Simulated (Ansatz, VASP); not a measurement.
# V3F: VASP beside Ansatz

The input INCAR:

```
SYSTEM = V3F
PREC = Accurate ; ENCUT = 520
EDIFF = 1E-6 ; ISMEAR = 0
SIGMA = 0.1 ; LREAL = .False.
LASPH = .True. ; NELM = 150
ALGO = Normal ; ISIF = 2
LWAVE = .False. ; LCHARG = .True.
ISPIN = 2 ; MAGMOM = 2 2 2 0
LORBIT = 11 ; LMAXMIX = 4
GGA = PE ; LELF = .True.
LVHAR = .True. ; NBANDS = 35
```

KPOINTS

```
Automatic mesh
0
Gamma
  6 6 6
  0 0 0
```

POSCAR

```
V3F
1.0
    0.0000000000      3.2099406200      3.2099406200
    3.2099406200      0.0000000000      3.2099406200
    3.2099406200      3.2099406200      0.0000000000
V F
3 1
Direct
    0.5000000000      0.5000000000      0.5000000000
    0.2500000000      0.2500000000      0.2500000000
    0.7500000000      0.7500000000      0.7500000000
    0.0000000000      0.0000000000      0.0000000000
```

Input for Ansatz:

```yaml
crystal:
  lattice:
    - [0.0, 3.20994062, 3.20994062]
    - [3.20994062, 0.0, 3.20994062]
    - [3.20994062, 3.20994062, 0.0]
  atoms:
    - { symbol: V, position: [0.5, 0.5, 0.5], spin: 2.0 }
    - { symbol: V, position: [0.25, 0.25, 0.25], spin: 2.0 }
    - { symbol: V, position: [0.75, 0.75, 0.75], spin: 2.0 }
    - { symbol: F, position: [0.0, 0.0, 0.0] }
basis:
  ecutwfc: 420
kpoints:
  mp_grid: { grid: [6, 6, 6] }
hamiltonian:
  xc: pbe
scf:
  occupations: { method: gaussian, width: 0.1 }
  lower_state_search: "off"
output:
  forces: true
  stress: true
  eigenvalues: true
  populations: true
magnetization:
  spin_polarized: true
```

Change from the starting cell: species swapped into the GdMg3 type (Fm-3m, No. 225).

Alike in both runs: task single point; functional PBE; k mesh 6 × 6 × 6; occupations gaussian, width 0.1 eV; collinear spin.

|  | VASP | Ansatz |
| --- | --- | --- |
| version | VASP 6.6.1 | Ansatz 0.2.0 |
| potentials or method | VASP PAW PBE potentials, release 64 (V_sv, F), cutoff 520 eV | scalar-relativistic, plane waves, PAW |
| valence electrons in the cell | 46 | 46 |

VASP gave:

* gap on the k mesh at the Fermi level (eV): none
* pressure (GPa): -14.2
* net moment per atom (μB): 0.81
* size of the moment on the site where the two differ most (μB): 1.04

Question: Which values does Ansatz return?

Answer: gap on the k mesh at the Fermi level (eV): none; pressure (GPa): -14.3; net moment per atom (μB): 0.81; size of the moment on the site where the two differ most (μB): 0.99.

Site moments also hang on the region over which each program counts them. A gap of «none» marks a metal or a gap that the smearing closes. With one functional, cell and mesh, what is left measures potentials, basis and numerics. Ansatz's warnings: seeded moment not kept.
